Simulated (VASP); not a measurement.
# AlN (P6_3mc) in VASP: further runs

Runs on AlN. Level: PBE. Tasks: relaxation of the atoms.

All numbers are computed with VASP 6.6.1; they aren't measurements. Logs are shortened: lines on timing, memory, paths and dates and some standing lists are left out, and cuts for length are marked.

### 1 The cell of the first run

Symmetry: P6_3mc, No. 186, hexagonal system. Conventional cell: a = 3.224 Å, b = 3.224 Å, c = 5.017 Å, α = 90.00°, β = 90.00°, γ = 120.00°. Al (site symmetry 3m) has 4 N at 1.91 to 1.95 Å within 2.5 Å. N (site symmetry 3m) has 4 Al at 1.91 to 1.95 Å within 2.5 Å.

### 2 Relaxation of the atoms, PBE

The input, INCAR:

```
SYSTEM = AlN
PREC = Accurate
ENCUT = 520
EDIFF = 1E-7
ISMEAR = 0
SIGMA = 0.05
LREAL = .False.
LASPH = .True.
NELM = 80
ALGO = Normal
ISIF = 2
LWAVE = .False.
LCHARG = .False.
GGA = PE
IBRION = 2
NSW = 50
EDIFFG = -0.01
```

The input, KPOINTS:

```
regular mesh
0
Gamma
  9 9 6
  0 0 0
```

The input, POSCAR:

```
AlN
1.0
    3.2238000000      0.0000000000      0.0000000000
   -1.6119000000      2.7918926967      0.0000000000
    0.0000000000      0.0000000000      5.0169562961
Al N
2 2
Direct
    0.3333333333      0.6666666667      0.0017290859
    0.6666666667      0.3333333333      0.5017290859
    0.3333333333      0.6666666667      0.3832709141
    0.6666666667      0.3333333333      0.8832709141
```

Potentials or basis: VASP PAW PBE potentials, release 64 (Al, N).

The run is started by

```sh
cat potpaw_PBE.64/Al/POTCAR potpaw_PBE.64/N/POTCAR > POTCAR
mpirun -np 1 vasp_std > vasp.out
```

OUTCAR:

```text
SYSTEM = AlN
   PREC = Accurate
   ENCUT = 520
   EDIFF = 1E-7
   ISMEAR = 0
   LREAL = .False.
   LASPH = .True.
   NELM = 80
   ISIF = 2
   GGA = PE
   IBRION = 2
   NSW = 50
   EDIFFG = -0.01

 ion  position               nearest neighbor table
   1  0.333  0.667  0.002-   3 1.91   4 1.95   4 1.95   4 1.95   2 3.12   2 3.12   2 3.12   2 3.12
                             2 3.12   2 3.12
   2  0.667  0.333  0.502-   4 1.91   3 1.95   3 1.95   3 1.95   1 3.12   1 3.12   1 3.12   1 3.12
                             1 3.12   1 3.12
   3  0.333  0.667  0.383-   1 1.91   2 1.95   2 1.95   2 1.95
   4  0.667  0.333  0.883-   2 1.91   1 1.95   1 1.95   1 1.95

  LATTYP: Found a hexagonal cell.
 ALAT       =     3.2238000000
 C/A-ratio  =     1.5562244234

  Lattice vectors:

 A1 = (   3.2238000000,   0.0000000000,   0.0000000000)
 A2 = (  -1.6119000000,   2.7918926967,   0.0000000000)
 A3 = (   0.0000000000,   0.0000000000,   5.0169562961)

Analysis of symmetry for initial positions (statically):
=====================================================================
 Subroutine PRICEL returns:
 Original cell was already a primitive cell.

 Routine SETGRP: Setting up the symmetry group for a
 hexagonal supercell.

 Subroutine GETGRP returns: Found 12 space group operations
 (whereof  6 operations were pure point group operations)
 out of a pool of 24 trial point group operations.

The static configuration has the point symmetry C_3v.
 The point group associated with its full space group is C_6v.

Analysis of symmetry for dynamics (positions and initial velocities):
=====================================================================
 Subroutine PRICEL returns:
 Original cell was already a primitive cell.

 Routine SETGRP: Setting up the symmetry group for a
 hexagonal supercell.

 Subroutine GETGRP returns: Found 12 space group operations
 (whereof  6 operations were pure point group operations)
 out of a pool of 24 trial point group operations.

The dynamic configuration has the point symmetry C_3v.
 The point group associated with its full space group is C_6v.

 Subroutine INISYM returns: Found 12 space group operations
 (whereof  6 operations are pure point group operations),
 and found     1 'primitive' translations

----------------------------------------------------------------------------------------

                                     Primitive cell

  volume of cell :      45.1551

  direct lattice vectors                    reciprocal lattice vectors
     3.223800000  0.000000000  0.000000000     0.310192940  0.179089977  0.000000000
    -1.611900000  2.791892697  0.000000000     0.000000000  0.358179955  0.000000000
     0.000000000  0.000000000  5.016956296     0.000000000  0.000000000  0.199324041

  length of vectors
     3.223800000  3.223800000  5.016956296     0.358179955  0.358179955  0.199324041

  position of ions in fractional coordinates (direct lattice)
     0.333333333  0.666666667  0.001729086
     0.666666667  0.333333333  0.501729086
     0.333333333  0.666666667  0.383270914
     0.666666667  0.333333333  0.883270914

  ion indices of the primitive-cell ions
   primitive index   ion index
                 1           1
                 2           2
                 3           3
                 4           4

----------------------------------------------------------------------------------------

 KPOINTS: regular mesh

Automatic generation of k-mesh.
 Grid dimensions read from file:
 generate k-points for:    9    9    6

 Generating k-lattice:

  Cartesian coordinates                     Fractional coordinates (reciprocal lattice)
     0.034465882  0.019898886  0.000000000     0.111111111  0.000000000  0.000000000
     0.000000000  0.039797773  0.000000000     0.000000000  0.111111111  0.000000000
     0.000000000  0.000000000  0.033220673     0.000000000  0.000000000  0.166666667

  Length of vectors
     0.039797773  0.039797773  0.033220673

  Shift w.r.t. Gamma in fractional coordinates (k-lattice)
     0.000000000  0.000000000  0.000000000

 Subroutine IBZKPT returns following result:
 ===========================================

 Found     48 irreducible k-points:

 Following reciprocal coordinates:
            Coordinates               Weight
  0.000000  0.000000  0.000000      1.000000
  0.111111 -0.000000  0.000000      6.000000
  0.222222  0.000000  0.000000      6.000000
  0.333333 -0.000000  0.000000      6.000000
  0.444444  0.000000  0.000000      6.000000
  0.111111  0.111111  0.000000      6.000000
[... 16 lines left out ...]
  0.333333  0.222222  0.166667     24.000000
  0.333333  0.333333  0.166667      4.000000
 [... further k-points ...]
   k-points           NKPTS =     48   k-points in BZ     NKDIM =     48   number of bands    NBANDS=     12
   number of dos      NEDOS =    301   number of ions     NIONS =      4
   total plane-waves  NPLWV =  23040
   dimension x,y,z NGX =    24 NGY =   24 NGZ =   40
   dimension x,y,z NGXF=    48 NGYF=   48 NGZF=   80
   ions per type =               2   2
   NGX,Y,Z   is equivalent  to a cutoff of  12.38, 12.38, 13.25 a.u.
   NGXF,Y,Z  is equivalent  to a cutoff of  24.75, 24.75, 26.51 a.u.
 SYSTEM =  AlN
   PREC   = accura    normal or accurate (medium, high low for compatibility)
   ISTART =      0    job   : 0-new  1-cont  2-samecut
   ICHARG =      2    charge: 1-file 2-atom 10-const
   ISPIN  =      1    spin polarized calculation?
   LNONCOLLINEAR =      F non collinear calculations
   LSORBIT =      F    spin-orbit coupling
   LASPH  =      T    aspherical Exc in radial PAW
   ENCUT  =  520.0 eV  38.22 Ry    6.18 a.u.   5.99  5.99  9.33*2*pi/ulx,y,z
   NELM   =     80;   NELMIN=  2; NELMDL= -5     # of ELM steps
   EDIFF  = 0.1E-06   stopping-criterion for ELM
   LREAL  =      F    real-space projection
   EDIFFG = -.1E-01   stopping-criterion for IOM
   NSW    =     50    number of steps for IOM
   IBRION =      2    ionic relax: 0-MD 1-quasi-New 2-CG
   NFREE  =      1    steps in history (QN), initial steepest desc. (CG)
   ISIF   =      2    stress and relaxation
   ISYM   =      2    0-nonsym 1-usesym 2-fastsym
   POTIM  = 0.5000    time-step for ionic-motion
   TEBEG  =    0.0;   TEEND  =   0.0 temperature during run
   PSTRESS=    0.0 pullay stress
   NELECT =      16.0000    total number of electrons
   NUPDOWN=      -1.0000    fix difference up-down
   EMIN   =  10.00;   EMAX   =-10.00  energy-range for DOS
   EFERMI =   0.00;   METHOD = LEGACY
   ISMEAR =     0;   SIGMA  =   0.05  broadening in eV -4-tet -1-fermi 0-gaus
   EFERMI_NEDOS =   21; number of points for ismear=-14 and -15
   IALGO  =     38    algorithm
   IMIX   =      4    mixing-type and parameters
     AMIX     =   0.40;   BMIX     =  1.00
     AMIX_MAG =   1.60;   BMIX_MAG =  1.00
  volume/ion in A,a.u.               =      11.29        76.18
  Fermi-wavevector in a.u.,A,eV,Ry     =   1.158455  2.189162 18.259259  1.342018
  Thomas-Fermi vector in A             =   2.295057
   LORBIT       =      0    0 simple, 1 ext, 2 COOP (PROOUT), +10 PAW based schemes
   GGA     = PE    functional components
   LHFCALC =     F    Hartree Fock is set to
   AEXX    =    0.0000 exact exchange contribution
   IVDW    =     0    specifies the selected vdW correction
   LEPSILON=     F    determine dielectric tensor
   LRPA    =     F    only Hartree local field effects (RPA)
 conjugate gradient relaxation of ions
 non-spin polarized calculation
 Gauss-broadening in eV      SIGMA  =   0.05
  energy-cutoff  :      520.00
  volume of cell :       45.16
 maximum number of plane-waves:      1242
 NGX is ok and might be reduce to    24
   NGX = 11   NGY = 11   NGZ = 19

--------------------------------------- Ionic step        1  -------------------------------------------

 number of electron      16.0000004 magnetization

 Free energy of the ion-electron system (eV)
  ---------------------------------------------------
  ext. energy  EPLUGINS =         0.00000000
  ---------------------------------------------------
  free energy    TOTEN  =       -29.66124241 eV

  energy without entropy =      -29.66124241  energy(sigma->0) =      -29.66124241

------------------------ aborting loop because EDIFF is reached ----------------------------------------

  FORCE on cell =-STRESS in cart. coord.  units (eV):
  Direction    XX          YY          ZZ          XY          YZ          ZX
  --------------------------------------------------------------------------------------
  -------------------------------------------------------------------------------------
  Total       -3.9075322     -3.9075322     -0.9757569      0.0000000     -0.0000000     -0.0000000
  in kB     -138.6455777   -138.6455777    -34.6214353      0.0000000     -0.0000000     -0.0000000
  external PRESSURE =    -103.9708636 kB  Pullay stress =       0.0000000 kB
[... 61 lines left out ...]
  energy  without entropy=      -29.6663505883  energy(sigma->0) =      -29.66635059

--------------------------------------- Ionic step        3  -------------------------------------------

 number of electron      16.0000004 magnetization

 Free energy of the ion-electron system (eV)
  ---------------------------------------------------
  ext. energy  EPLUGINS =         0.00000000
  ---------------------------------------------------
  free energy    TOTEN  =       -29.66636829 eV

  energy without entropy =      -29.66636829  energy(sigma->0) =      -29.66636829

 E-fermi :   5.8165     XC(G=0): -10.5749

 val. band max:        5.5699189987   @ k =   0.0000   0.0000   0.0000
 cond. band min:       8.9789920667   @ k =   0.0000   0.0000   0.0000
 fundamental gap:      3.4090730680
 Fermi energy:         5.8164939660

 k-point     1 :       0.0000    0.0000    0.0000
  band No.  band energies     occupation
      1      -9.3062      2.00000
      2      -7.2822      2.00000
      3      -0.1263      2.00000
      4       4.4746      2.00000
      5       4.4746      2.00000
      6       5.1850      2.00000
      7       5.1850      2.00000
      8       5.5699      2.00000
      9       8.9790      0.00000
     10      11.1770      0.00000
     11      15.6104      0.00000
     12      15.7591      0.00000
[... 331 lines left out ...]
 k-point    24 :       0.3333    0.3333    0.1667
  band No.  band energies     occupation
      1      -7.0917      2.00000
      2      -7.0917      2.00000
      3       1.0173      2.00000
      4       1.3798      2.00000
      5       1.3798      2.00000
      6       3.0087      2.00000
      7       3.6894      2.00000
      8       3.6894      2.00000
      9      10.9868      0.00000
     10      13.3488      0.00000
     11      14.0861      0.00000
     12      14.0861      0.00000

 [... further k-points ...]

------------------------ aborting loop because EDIFF is reached ----------------------------------------

  FORCE on cell =-STRESS in cart. coord.  units (eV):
  Direction    XX          YY          ZZ          XY          YZ          ZX
  --------------------------------------------------------------------------------------
  -------------------------------------------------------------------------------------
  Total       -3.7697743     -3.7697743     -1.4610195      0.0000000      0.0000000      0.0000000
  in kB     -133.7577021   -133.7577021    -51.8393390      0.0000000      0.0000000      0.0000000
  external PRESSURE =    -106.4515811 kB  Pullay stress =       0.0000000 kB
[... 19 lines left out ...]
  FREE ENERGIE OF THE ION-ELECTRON SYSTEM (eV)
  ---------------------------------------------------
  free  energy   TOTEN  =       -29.6663682912 eV

  energy  without entropy=      -29.6663682912  energy(sigma->0) =      -29.66636829

 reached required accuracy - stopping structural energy minimisation
```

It took 17 s on 1 thread of Intel Xeon 6975P-C (Granite Rapids), shared host; peak memory 0.16 GiB.

Results:

| Quantity | Value |
| --- | --- |
| Free energy | -29.6664 eV |
| Energy gained by relaxing | 1.3 meV/atom |
| Ionic steps | 3 |
| Pressure after relaxing | -10.6 GPa |
| Band gap on the k mesh | 3.41 eV |

Step by step:
```csv
step,energy change (eV),largest force (eV/Å),pressure (GPa)
1,0.0000,0.2399,-10.40
2,-0.0051,0.0134,-10.66
3,-0.0051,0.0000,-10.65
```

Final structure:
```
CELL_PARAMETERS angstrom
3.22380 0.00000 0.00000
-1.61190 2.79189 0.00000
0.00000 0.00000 5.01696
ATOMIC_POSITIONS crystal
Al 0.33333 0.66667 0.99955
Al 0.66667 0.33333 0.49955
N 0.33333 0.66667 0.38545
N 0.66667 0.33333 0.88545
```

PBE gaps usually lie below the measured ones, often by a third to a half.

### 3 Relaxation of the atoms, PBE

This run uses another cell than the first one, of 11.45 Å³/atom.

The input, INCAR:

```
  PREC = Accurate
  ENCUT = 520
  EDIFF = 1E-6
  ISMEAR = 0
  SIGMA = 0.05
  LREAL = F
  LASPH = T
  NELM = 80
  ALGO = Normal
  ISIF = 2
  LWAVE = F
  LCHARG = F
  GGA = PE
  IBRION = 2
  NSW = 50
  EDIFFG = -0.01
```

The input, KPOINTS:

```
regular mesh
0
Gamma
  9 9 6
```

The input, POSCAR:

```
AlN
1.0
    3.0673000000      0.0000000000      0.0000000000
   -1.5336500000      2.6563597210      0.0000000000
    0.0000000000      0.0000000000      5.6190000000
Al N
2 2
Direct
    0.3333333333      0.6666666667      0.0017290859
    0.6666666667      0.3333333333      0.5017290859
    0.3333333333      0.6666666667      0.3832709141
    0.6666666667      0.3333333333      0.8832709141
```

Potentials or basis: VASP PAW PBE potentials, release 64 (Al, N).

The run is started by

```sh
cat potpaw_PBE.64/Al/POTCAR potpaw_PBE.64/N/POTCAR > POTCAR
mpirun -np 1 vasp_std > vasp.out
```

Wall time 19 s (1 thread of Intel Xeon 6975P-C (Granite Rapids), shared host); peak memory 0.16 GiB.

The run converged. Its results:

- Free energy: -29.1825 eV
- Energy gained by relaxing: 3.7 meV/atom
- Ionic steps: 3
- Pressure after relaxing: -9.6 GPa
- Band gap on the k mesh: 2.78 eV

Stress tensor (GPa, compression positive):
```
  3.19   0.00   0.00
  0.00   3.19   0.00
  0.00   0.00 -35.30
```

The path:
| step | energy change (eV) | largest force (eV/Å) | pressure (GPa) |
| --- | --- | --- | --- |
| 1 | 0.0000 | 0.2993 | -7.94 |
| 2 | -0.0124 | 0.1267 | -8.99 |
| 3 | -0.0149 | 0.0008 | -9.64 |

Final structure:
```
Al N
1.0
     3.06730    0.00000    0.00000
    -1.53365    2.65636    0.00000
     0.00000    0.00000    5.61900
Al N
2 2
Direct
  0.33333 0.66667 0.00602
  0.66667 0.33333 0.50602
  0.33333 0.66667 0.37898
  0.66667 0.33333 0.87898
```

Levels at points of the mesh, in eV from the valence-band top:
```tsv
k point	band 6	band 7	band 8	band 9	band 10	band 11
(0.00, 0.00, 0.00)	-0.34	0.00	0.00	2.78	7.03	8.96
(0.00, 0.00, 0.50)	-0.17	-0.17	-0.17	5.76	5.76	9.09
```

(Continued in part 2 of 2.)
